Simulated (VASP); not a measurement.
# Mg32HO32 (a cell with a defect) in VASP: settings compared

The runs below take Mg32HO32 (a cell with a defect) through single point, with PBEsol, PBE, r2SCAN.

Everything below comes from runs of VASP 6.6.1. Logs are shortened: lines on timing, memory, paths and dates and some standing lists are left out, and cuts for length are marked.

### Step 1. The cell of the first run

The cell holds a defect, 65 atoms: a = 8.429 Å, b = 8.429 Å, c = 8.429 Å, α = 90.00°, β = 90.00°, γ = 90.00°.

### Step 2. Single point, PBEsol

Contents of INCAR:

```
SYSTEM = Mg32HO32
  PREC = Accurate
  ENCUT = 520
  EDIFF = 1E-6
  ISMEAR = -1
  SIGMA = 0.05
  LREAL = Auto
  LASPH = .True.
  NELM = 120
  ALGO = Normal
  ISIF = 2
  LWAVE = .False.
  LCHARG = .False.
  GGA = PS
  NELECT = 258.0
  ISYM = -1
  NBANDS = 166
  GGA_COMPAT = .False.
```

Contents of KPOINTS:

```
explicit points
1
Reciprocal
  0.25000000   0.25000000   0.25000000 1
```

Contents of POSCAR:

```
Mg32HO32
1.0
    8.4288080000      0.0000000000      0.0000000000
    0.0000000000      8.4288080000      0.0000000000
    0.0000000000      0.0000000000      8.4288080000
O Mg H
32 32 1
Direct
    0.2501440000      0.9969970000      0.9970150000
    0.2505740000      0.0003230000      0.5001100000
    0.2505900000      0.5000720000      0.0002960000
    0.2325260000      0.5176840000      0.5176990000
    0.7506070000      0.0000740000      0.0001240000
    0.7537280000      0.9968610000      0.5006010000
    0.7537800000      0.5005270000      0.9968680000
    0.7501990000      0.5000170000      0.5000460000
    0.9974770000      0.2495580000      0.9970280000
    0.0008000000      0.2500670000      0.5001220000
    0.0006400000      0.7501340000      0.0001280000
    0.9973970000      0.7532580000      0.5006330000
    0.5006120000      0.2500930000      0.0003730000
    0.5183070000      0.2320000000      0.5178790000
    0.5011000000      0.7532730000      0.9968980000
    0.5004760000      0.7496740000      0.5000690000
    0.9975290000      0.9970050000      0.2496280000
    0.0006400000      0.0001090000      0.7501500000
    0.0008000000      0.5000780000      0.2500780000
    0.9974520000      0.5006240000      0.7532520000
    0.5005750000      0.0003120000      0.2501620000
    0.5010910000      0.9968520000      0.7532730000
    0.5182930000      0.5177770000      0.2320300000
    0.5005130000      0.5000190000      0.7497110000
    0.2330040000      0.2325460000      0.2325430000
    0.2506500000      0.2501230000      0.7497530000
    0.2506260000      0.7497050000      0.2501770000
    0.2500850000      0.7532260000      0.7532470000
    0.7502520000      0.2500810000      0.2502010000
    0.7538120000      0.2495970000      0.7532790000
    0.7537940000      0.7532440000      0.2496870000
    0.7506120000      0.7500280000      0.7500610000
    0.0005570000      0.0000060000      0.0000150000
    0.0007240000      0.0002200000      0.4996580000
    0.0007330000      0.4996060000      0.0002400000
    0.9981640000      0.5021330000      0.5021770000
    0.5001350000      0.0002570000      0.0002770000
    0.5026030000      0.9976850000      0.5021860000
    0.5026150000      0.5020910000      0.9977290000
    0.4973510000      0.4968250000      0.4969020000
    0.2485890000      0.2480510000      0.9979400000
    0.2540530000      0.2535610000      0.4967130000
    0.2511100000      0.7499560000      0.0002520000
    0.2484090000      0.7522320000      0.5022280000
    0.7504830000      0.2505460000      0.0002390000
    0.7527860000      0.2479130000      0.5021990000
    0.7506670000      0.7501330000      0.0000470000
    0.7504430000      0.7499450000      0.4995840000
    0.2485320000      0.9979040000      0.2481440000
    0.2511310000      0.0002200000      0.7499840000
    0.2540810000      0.4966170000      0.2536180000
    0.2484780000      0.5020920000      0.7522450000
    0.7505110000      0.0001880000      0.2505740000
    0.7506800000      0.9999920000      0.7501580000
    0.7527490000      0.5021560000      0.2479050000
    0.7504550000      0.4995360000      0.7499870000
    0.9984130000      0.2480450000      0.2480630000
    0.0007640000      0.2505520000      0.7499820000
    0.0007470000      0.7499230000      0.2506210000
    0.0005080000      0.7501170000      0.7502240000
    0.4972690000      0.2534840000      0.2536320000
    0.5027060000      0.2478690000      0.7523010000
    0.5026420000      0.7522410000      0.2479840000
    0.5001280000      0.7499160000      0.7500290000
    0.3760980000      0.3753620000      0.3755040000
```

Potentials or basis: VASP PAW PBE potentials, release 64 (O, Mg, H).

Command:

```sh
$ cat potpaw_PBE.64/O/POTCAR potpaw_PBE.64/Mg/POTCAR potpaw_PBE.64/H/POTCAR > POTCAR
$ mpirun -np 1 vasp_std > vasp.out
```

OUTCAR:

```text
SYSTEM = Mg32HO32
   PREC = Accurate
   ENCUT = 520
   EDIFF = 1E-6
   ISMEAR = -1
   LREAL = Auto
   LASPH = .True.
   NELM = 120
   ISIF = 2
   GGA = PS
   NELECT = 258.0
   ISYM = -1

 ion  position               nearest neighbor table
   1  0.250  0.997  0.997-  50 2.08  43 2.08  33 2.10  37 2.11  41 2.12  49 2.12
   2  0.251  0.000  0.500-  44 2.09  34 2.11  50 2.11  49 2.12  38 2.12  42 2.13
   3  0.251  0.500  0.000-  52 2.09  35 2.11  43 2.11  41 2.12  39 2.12  51 2.14
   4  0.233  0.518  0.518-  36 1.98  44 1.99  52 1.99  51 2.24  42 2.24  40 2.25
   5  0.751  0.000  0.000-  47 2.11  33 2.11  54 2.11  53 2.11  45 2.11  37 2.11
   6  0.754  0.997  0.501-  48 2.08  34 2.08  54 2.10  53 2.11  46 2.12  38 2.12
[... 75 lines left out ...]
                            33 2.96  35 2.98  34 2.98  46 2.98  55 2.98  49 2.98  41 2.98  51 3.01
  58  0.001  0.251  0.750-  30 2.08   9 2.08  10 2.11  26 2.11  20 2.11  18 2.11  46 2.95  41 2.95
                            52 2.98  56 2.98  35 2.98  36 2.98  45 2.98  33 2.98  54 2.98  34 2.98
  59  0.001  0.750  0.251-  31 2.08  17 2.08  19 2.11  27 2.11  12 2.11  11 2.11  49 2.95  55 2.95
                            48 2.98  44 2.98  34 2.98  36 2.98  53 2.98  47 2.98  33 2.98  35 2.98
  60  0.001  0.750  0.750-  20 2.10  28 2.10  12 2.10  32 2.11  11 2.11  18 2.11  44 2.96  52 2.96
                            36 2.96  47 2.98  33 2.98  54 2.98  35 2.98  43 2.98  56 2.98  34 2.98
  61  0.497  0.253  0.254-  65 1.78  29 2.13  21 2.13  13 2.14  25 2.24  14 2.24  23 2.24  42 2.90
                            51 2.90  40 2.90  46 3.01  55 3.01  49 3.01  38 3.01  41 3.01  39 3.01
  62  0.503  0.248  0.752-  14 1.98  13 2.09  22 2.12  30 2.12  26 2.12  24 2.13  37 2.95  45 2.95
                            54 2.96  50 2.98  56 2.98  39 2.98  41 2.98  46 2.98  38 2.98  42 3.01
  63  0.503  0.752  0.248-  23 1.99  21 2.09  15 2.12  31 2.12  27 2.12  16 2.12  37 2.95  53 2.96
                            47 2.96  43 2.98  48 2.98  38 2.98  49 2.98  55 2.98  39 2.98  51 3.01
  64  0.500  0.750  0.750-  15 2.08  22 2.08  24 2.11  16 2.11  28 2.11  32 2.11  39 2.95  38 2.95
                            43 2.98  50 2.98  52 2.98  44 2.98  47 2.98  37 2.98  54 2.98  56 2.98
  65  0.376  0.375  0.376-  40 1.77  61 1.78  42 1.78  51 1.78

IMPORTANT INFORMATION: All symmetrisations will be switched off!
NOSYMM: (Re-)initialisation of all symmetry stuff for point group C_1.

----------------------------------------------------------------------------------------

                                     Primitive cell

  volume of cell :     598.8230

  direct lattice vectors                    reciprocal lattice vectors
     8.428808000  0.000000000  0.000000000     0.118640738  0.000000000  0.000000000
     0.000000000  8.428808000  0.000000000     0.000000000  0.118640738  0.000000000
     0.000000000  0.000000000  8.428808000     0.000000000  0.000000000  0.118640738

  length of vectors
     8.428808000  8.428808000  8.428808000     0.118640738  0.118640738  0.118640738

  position of ions in fractional coordinates (direct lattice)
     0.250144000  0.996997000  0.997015000
     0.250574000  0.000323000  0.500110000
[... 178 lines left out ...]
   IALGO  =     38    algorithm
   IMIX   =      4    mixing-type and parameters
     AMIX     =   0.40;   BMIX     =  1.00
     AMIX_MAG =   1.60;   BMIX_MAG =  1.00
  volume/ion in A,a.u.               =       9.21        62.17
  Fermi-wavevector in a.u.,A,eV,Ry     =   1.236465  2.336580 20.801216  1.528846
  Thomas-Fermi vector in A             =   2.371073
   LORBIT       =      0    0 simple, 1 ext, 2 COOP (PROOUT), +10 PAW based schemes
   GGA     = PS    functional components
   LHFCALC =     F    Hartree Fock is set to
   AEXX    =    0.0000 exact exchange contribution
   IVDW    =     0    specifies the selected vdW correction
   LEPSILON=     F    determine dielectric tensor
   LRPA    =     F    only Hartree local field effects (RPA)
 non-spin polarized calculation
  energy-cutoff  :      520.00
  volume of cell :      598.82
 maximum number of plane-waves:     16125
 NGX is ok and might be reduce to    64
   NGX = 31   NGY = 31   NGZ = 31

 number of electron     257.9999960 magnetization

 Free energy of the ion-electron system (eV)
  ---------------------------------------------------
  ext. energy  EPLUGINS =         0.00000000
  ---------------------------------------------------
  free energy    TOTEN  =      -393.89280185 eV

  energy without entropy =     -393.89280185  energy(sigma->0) =     -393.89280185

 E-fermi :   6.9393     XC(G=0): -11.3446

 val. band max:        5.7102350285   @ k =   0.2500   0.2500   0.2500
 cond. band min:       8.7191135688   @ k =   0.2500   0.2500   0.2500
 fundamental gap:      3.0088785403
 Fermi energy:         6.9393413871

 k-point     1 :       0.2500    0.2500    0.2500
  band No.  band energies     occupation
      1     -13.9987      2.00000
      2     -13.6218      2.00000
      3     -13.6213      2.00000
      4     -13.5631      2.00000
      5     -13.3033      2.00000
      6     -13.3028      2.00000
[... 133 lines left out ...]
    140      11.7200      0.00000
    141      11.9900      0.00000
 [bands above 141 left out]

------------------------ aborting loop because EDIFF is reached ----------------------------------------

  FORCE on cell =-STRESS in cart. coord.  units (eV):
  Direction    XX          YY          ZZ          XY          YZ          ZX
  --------------------------------------------------------------------------------------
  -------------------------------------------------------------------------------------
  Total       15.8179440     15.8480501     15.8609935     -0.6808674     -0.6959007     -0.6774020
  in kB       42.3216054     42.4021556     42.4367861     -1.8216906     -1.8619129     -1.8124188
  external PRESSURE =      42.3868490 kB  Pullay stress =       0.0000000 kB

 VOLUME and BASIS-vectors are now :
 -----------------------------------------------------------------------------
  energy-cutoff  :      520.00
  volume of cell :      598.82
      direct lattice vectors                 reciprocal lattice vectors
     8.428808000  0.000000000  0.000000000     0.118640738  0.000000000  0.000000000
     0.000000000  8.428808000  0.000000000     0.000000000  0.118640738  0.000000000
     0.000000000  0.000000000  8.428808000     0.000000000  0.000000000  0.118640738

 POSITION                                       TOTAL-FORCE (eV/Angst)
 -----------------------------------------------------------------------------------
      2.10842      8.40350      8.40365        -0.001668     -0.005717     -0.004822
      2.11204      0.00272      4.21533         0.000862     -0.003267      0.006863
      2.11217      4.21501      0.00249         0.001288      0.005579      0.000256
      1.95992      4.36346      4.36359         0.000774     -0.006485     -0.005014
      6.32672      0.00062      0.00105         0.006669      0.001180      0.000255
      6.35303      8.40235      4.21947         0.007714     -0.008613     -0.000051
[... 57 lines left out ...]
      4.21548      6.32090      6.32185        -0.008925      0.007776      0.000758
      3.17006      3.16385      3.16505         0.012305      0.017175      0.013028
 -----------------------------------------------------------------------------------
    total drift:                                0.055074      0.010768      0.010393

  FREE ENERGIE OF THE ION-ELECTRON SYSTEM (eV)
  ---------------------------------------------------
  free  energy   TOTEN  =      -393.8928018468 eV

  energy  without entropy=     -393.8928018468  energy(sigma->0) =     -393.89280185
```

Run time: 4.6 min. Hardware: 1 thread of Intel Xeon Platinum 8259CL at 2.50GHz (Skylake/Cascade Lake), shared host; peak memory 0.59 GiB.

What came out:

```
Free energy   : -393.8928 eV
Largest force : 0.025 eV/Å
```

Forces in eV/Å, atoms in the order of the input:
```
O   -0.002 -0.006 -0.005
O    0.001 -0.003  0.007
O    0.001  0.006  0.000
O    0.001 -0.006 -0.005
O    0.007  0.001  0.000
O    0.008 -0.009  0.000
O    0.003  0.002 -0.006
O    0.002  0.004  0.005
O   -0.005 -0.001 -0.006
O    0.002 -0.002  0.007
O    0.002  0.001  0.002
O   -0.009  0.004 -0.001
O    0.010 -0.006 -0.005
O   -0.010  0.002 -0.011
O   -0.001  0.002 -0.004
O    0.011  0.002  0.006
O   -0.009 -0.006 -0.003
O    0.003 -0.001  0.003
O    0.000  0.006 -0.002
O   -0.014 -0.005  0.008
O    0.012 -0.004 -0.006
O   -0.001 -0.005  0.008
O   -0.013 -0.009  0.003
O    0.011  0.003  0.005
O   -0.012 -0.012 -0.011
O    0.000 -0.006  0.006
O   -0.001  0.004 -0.007
O    0.003  0.010  0.012
O    0.002 -0.005 -0.013
O    0.003  0.000  0.011
O    0.003  0.009 -0.006
O    0.001  0.001  0.004
Mg   0.001  0.002  0.004
Mg  -0.005 -0.005 -0.003
Mg  -0.001 -0.003 -0.004
Mg   0.008 -0.001 -0.003
Mg  -0.005 -0.008 -0.004
Mg   0.002  0.004 -0.001
Mg   0.000  0.002  0.004
Mg  -0.003 -0.004 -0.006
Mg  -0.002  0.001  0.008
Mg   0.003  0.003 -0.003
Mg   0.002  0.003 -0.006
Mg  -0.002 -0.005 -0.002
Mg   0.004  0.004 -0.003
Mg  -0.004 -0.003  0.000
Mg  -0.004 -0.003  0.002
Mg   0.005  0.005 -0.001
Mg   0.002  0.008 -0.003
Mg   0.000 -0.007  0.004
Mg   0.003 -0.002  0.003
Mg  -0.006  0.004 -0.004
Mg   0.001 -0.004  0.008
Mg  -0.005  0.002 -0.003
Mg  -0.001 -0.001  0.002
Mg   0.006 -0.002  0.003
Mg   0.005  0.001  0.002
Mg  -0.006  0.006  0.004
Mg  -0.004  0.005  0.004
Mg   0.004 -0.001 -0.008
Mg  -0.005  0.005  0.002
Mg  -0.001  0.000 -0.002
Mg   0.000 -0.001 -0.003
Mg  -0.009  0.008  0.001
H    0.012  0.017  0.013
```

Caveat: the cell carries a net charge on a neutralising background, which shifts energy and pressure; the cell is charged against a uniform background, so pressure and absolute levels hang on convention; the PAW data sets were made with another functional, which shifts forces and pressure a little.

### Step 3. Single point, PBE

Contents of INCAR:

```
  PREC = Accurate
  ENCUT = 520
  EDIFF = 1E-6
  ISMEAR = -1
  SIGMA = 0.05
  LREAL = Auto
  LASPH = True
  NELM = 120
  ALGO = Normal
  ISIF = 2
  LWAVE = False
  LCHARG = False
  GGA = PE
  NELECT = 258.0
  ISYM = -1
  NBANDS = 166
  GGA_COMPAT = False
```

KPOINTS is that of step 2.

POSCAR is that of step 2.

Potentials or basis: VASP PAW PBE potentials, release 64 (O, Mg, H).

Command:

```sh
$ cat potpaw_PBE.64/O/POTCAR potpaw_PBE.64/Mg/POTCAR potpaw_PBE.64/H/POTCAR > POTCAR
$ mpirun -np 1 vasp_std > vasp.out
```

It took 5 min on 1 thread of Intel Xeon Platinum 8259CL at 2.50GHz (Skylake/Cascade Lake), shared host; peak memory 0.59 GiB.

The run converged. Its results:

```
Free energy   : -374.3333 eV
Largest force : 0.060 eV/Å
```

Forces on the atoms (eV/Å):
```
O   -0.002 -0.006 -0.005
O    0.003  0.003  0.005
O    0.003  0.003  0.006
O    0.012 -0.015 -0.014
O    0.006  0.001  0.000
O    0.008 -0.009  0.001
O    0.003  0.003 -0.006
O   -0.004  0.002  0.003
O   -0.005 -0.001 -0.006
O    0.008  0.000  0.005
O    0.003  0.000  0.002
O   -0.009  0.004  0.000
O    0.008 -0.004  0.001
O   -0.019  0.013 -0.020
O    0.000  0.002 -0.004
O    0.009 -0.004  0.004
O   -0.009 -0.007 -0.004
O    0.003  0.000  0.002
O    0.006  0.004  0.000
O   -0.014 -0.005  0.008
O    0.010  0.002 -0.005
O    0.000 -0.005  0.008
O   -0.022 -0.018  0.014
O    0.009  0.001  0.000
O   -0.001 -0.002  0.000
O    0.002 -0.004  0.000
O    0.001 -0.001 -0.005
O    0.002  0.010  0.012
O   -0.003 -0.003 -0.011
O    0.002 -0.001  0.010
O    0.002  0.008 -0.007
O    0.000  0.001  0.004
Mg   0.000  0.002  0.004
Mg  -0.001 -0.001 -0.003
Mg   0.002 -0.003 -0.001
Mg   0.001 -0.005 -0.007
Mg  -0.004 -0.004  0.000
Mg  -0.002 -0.003 -0.005
Mg  -0.005 -0.002 -0.002
Mg  -0.034 -0.034 -0.037
Mg   0.002  0.005  0.001
Mg   0.033  0.033 -0.033
Mg   0.001 -0.001 -0.002
Mg   0.002  0.001 -0.006
Mg   0.000  0.003  0.001
Mg   0.002  0.001 -0.004
Mg  -0.004 -0.002  0.001
Mg   0.001  0.001 -0.001
Mg   0.006  0.001  0.001
Mg  -0.001 -0.004  0.000
Mg   0.033 -0.032  0.032
Mg  -0.002  0.000  0.002
Mg  -0.003  0.000  0.008
Mg  -0.004  0.001 -0.003
Mg   0.005 -0.005  0.006
Mg   0.003 -0.001 -0.001
Mg  -0.001  0.005  0.006
Mg  -0.002  0.005  0.001
Mg   0.000  0.002  0.003
Mg   0.003 -0.001 -0.007
Mg  -0.035  0.035  0.032
Mg  -0.006  0.005  0.004
Mg  -0.005  0.005  0.001
Mg  -0.009  0.004 -0.003
H    0.011  0.016  0.012
```

Levels at points of the mesh, in eV from the Fermi level:
| k point | band 125 | band 126 | band 127 | band 128 | band 129 | band 130 | band 131 | band 132 | band 133 | band 134 |
| --- | --- | --- | --- | --- | --- | --- | --- | --- | --- | --- |
| (0.25, 0.25, 0.25) | -4.14 | -4.14 | -3.91 | -3.91 | -1.27 | 1.86 | 3.30 | 3.30 | 3.51 | 3.90 |

Caveat: the cell carries a net charge on a neutralising background, which shifts energy and pressure; the cell is charged against a uniform background, so pressure and absolute levels hang on convention.

### Step 4. Single point, r2SCAN

POSCAR is that of step 3.

Contents of INCAR.step1:

```
SYSTEM = Mg32HO32
PREC     = Accurate       ! precision mode
ENCUT    = 580            ! plane-wave cutoff, eV
ISMEAR   = -1             ! smearing method
SIGMA    = 0.05           ! smearing width, eV
LREAL    = Auto         
LASPH    = .TRUE.         ! aspherical terms in the spheres
NELM     = 120            ! most SCF steps
NBANDS   = 166            ! bands
NELECT   = 258.0        
ISYM     = -1           
GGA      = PE             ! functional
ALGO     = Normal         ! electronic algorithm
EDIFF    = 1E-5           ! SCF threshold, eV
LWAVE    = .TRUE.         ! write WAVECAR
LCHARG   = .FALSE.        ! write CHGCAR
GGA_COMPAT= .FALSE.
```

Contents of INCAR.step2:

```
SYSTEM = Mg32HO32
PREC     = Accurate       ! precision mode
ENCUT    = 580            ! plane-wave cutoff, eV
EDIFF    = 1E-6           ! SCF threshold, eV
ISMEAR   = -1             ! smearing method
SIGMA    = 0.05           ! smearing width, eV
LREAL    = Auto         
LASPH    = .TRUE.         ! aspherical terms in the spheres
NELM     = 120            ! most SCF steps
ALGO     = Normal         ! electronic algorithm
ISIF     = 2              ! what is computed and relaxed
LWAVE    = .FALSE.        ! write WAVECAR
LCHARG   = .FALSE.        ! write CHGCAR
METAGGA  = R2SCAN         ! meta-GGA
LMIXTAU  = .TRUE.       
NBANDS   = 166            ! bands
NELECT   = 258.0        
ISYM     = -1           
ISTART   = 1            
GGA_COMPAT= .FALSE.
```

KPOINTS is that of step 3.

Command:

```sh
$ cat potpaw_PBE.64/O/POTCAR potpaw_PBE.64/Mg/POTCAR potpaw_PBE.64/H/POTCAR > POTCAR
$ cp INCAR.step1 INCAR
$ mpirun -np 1 vasp_std > vasp.out
$ cp INCAR.step2 INCAR
$ mpirun -np 1 vasp_std > vasp.out
```

It took 18 min on 1 thread of Intel Xeon Platinum 8259CL at 2.50GHz (Skylake/Cascade Lake), shared host; peak memory 0.84 GiB.

The run converged. Its results:

| Item | Value |
| --- | --- |
| Free energy | -510.6507 eV |
| Largest force | 0.108 eV/Å |

Forces on the atoms (eV/Å):
```
O   -0.005 -0.003 -0.002
O   -0.011 -0.025  0.013
O   -0.011  0.011 -0.022
O   -0.045  0.047  0.049
O    0.004 -0.002 -0.003
O    0.011 -0.003  0.004
O    0.006  0.007  0.000
O    0.027  0.013  0.014
O    0.002 -0.002 -0.005
O   -0.021 -0.012  0.013
O   -0.007  0.000 -0.001
O   -0.002  0.005  0.000
O    0.012 -0.015 -0.027
O    0.046 -0.047  0.043
O    0.004  0.002 -0.001
O    0.017  0.025  0.013
O   -0.003 -0.006 -0.005
O   -0.006 -0.004  0.002
O   -0.023  0.012 -0.011
O   -0.007 -0.005  0.009
O    0.013 -0.026 -0.016
O    0.004 -0.003  0.008
O    0.044  0.045 -0.046
O    0.016  0.012  0.028
O   -0.056 -0.061 -0.059
O   -0.014 -0.015  0.029
O   -0.013  0.028 -0.016
O    0.001  0.007  0.009
O    0.025 -0.012 -0.020
O    0.004 -0.004  0.008
O    0.004  0.006 -0.009
O   -0.003  0.003  0.006
Mg  -0.013  0.000  0.000
Mg  -0.022 -0.017  0.004
Mg  -0.018  0.003 -0.017
Mg   0.045 -0.003 -0.005
Mg  -0.009 -0.028 -0.024
Mg   0.001  0.042 -0.003
Mg   0.000  0.000  0.043
Mg  -0.054 -0.056 -0.060
Mg  -0.002 -0.004  0.039
Mg   0.065  0.062 -0.059
Mg   0.003  0.012 -0.016
Mg  -0.002 -0.037  0.000
Mg   0.012  0.003 -0.011
Mg  -0.037 -0.001  0.000
Mg  -0.002  0.000  0.000
Mg   0.014  0.015 -0.001
Mg   0.002  0.039 -0.007
Mg   0.001 -0.018  0.013
Mg   0.064 -0.058  0.062
Mg  -0.006  0.005 -0.034
Mg   0.009 -0.011  0.007
Mg  -0.003 -0.001 -0.001
Mg  -0.034 -0.002  0.004
Mg   0.015  0.000  0.013
Mg   0.040 -0.002  0.000
Mg  -0.017  0.004  0.013
Mg  -0.014  0.015  0.003
Mg   0.002  0.000 -0.008
Mg  -0.060  0.064  0.062
Mg   0.003  0.002 -0.038
Mg   0.003 -0.036 -0.001
Mg  -0.005  0.016  0.011
H    0.010  0.012  0.007
```

Levels at points of the mesh, in eV from the Fermi level:
| k point | band 126 | band 127 | band 128 | band 129 | band 130 | band 131 | band 132 | band 133 |
| --- | --- | --- | --- | --- | --- | --- | --- | --- |
| (0.25, 0.25, 0.25) | -4.22 | -3.99 | -3.99 | -1.19 | 2.64 | 4.12 | 4.12 | 4.33 |

Caveat: the cell carries a net charge on a neutralising background, which shifts energy and pressure; the cell is charged against a uniform background, so pressure and absolute levels hang on convention; the PAW data sets were made with another functional, which shifts forces and pressure a little.
